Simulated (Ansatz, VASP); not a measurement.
One calculation of MoS2, two programs

```xyz
6
Lattice="3.1845 0.0000 0.0000 -1.5923 2.7579 0.0000 0.0000 0.0000 21.6705" Properties=species:S:1:pos:R:3 pbc="T T T"
Mo    0.0000    1.8386   18.4451
Mo    1.5923    0.9193    3.2254
S     1.5923    0.9193   16.8949
S     0.0000    1.8386    1.6741
S     1.5923    0.9193   19.9965
S     0.0000    1.8386    4.7756
```

Alike in both runs: functional LDA; k mesh 10 × 10 × 2; occupations fermi-dirac, width 0.05 eV; no spin polarisation.

|  | VASP | Ansatz |
| --- | --- | --- |
| version | VASP 6.6.1 | Ansatz 0.2.0 |
| potentials or method | VASP PAW LDA potentials, release 64 (Mo_sv, S) | Ansatz PAW |
| plane-wave cutoff (eV) | 520 | 420 |
| valence electrons in the cell | 52 | 52 |
| task | single point | band structure |

|  | VASP | Ansatz | Ansatz less VASP |
| --- | --- | --- | --- |
| gap on the k mesh at the Fermi level (eV) | 1.37 | 1.36 | -0.012 |
| least direct gap on the mesh (eV) | 1.89 | 1.89 | -0.006 |
| rms of the force components (eV/Å) | 0.153 | 0.161 | +0.0078 |

LDA's correlation is that of Perdew and Zunger in VASP and of Perdew and Wang (1992) in Ansatz. Atom by atom the forces differ by 0.008 eV/Å (rms over components).

Noted on Ansatz's run: the k mesh misses the band edges, so the gap on the mesh is wider than the one along the path.
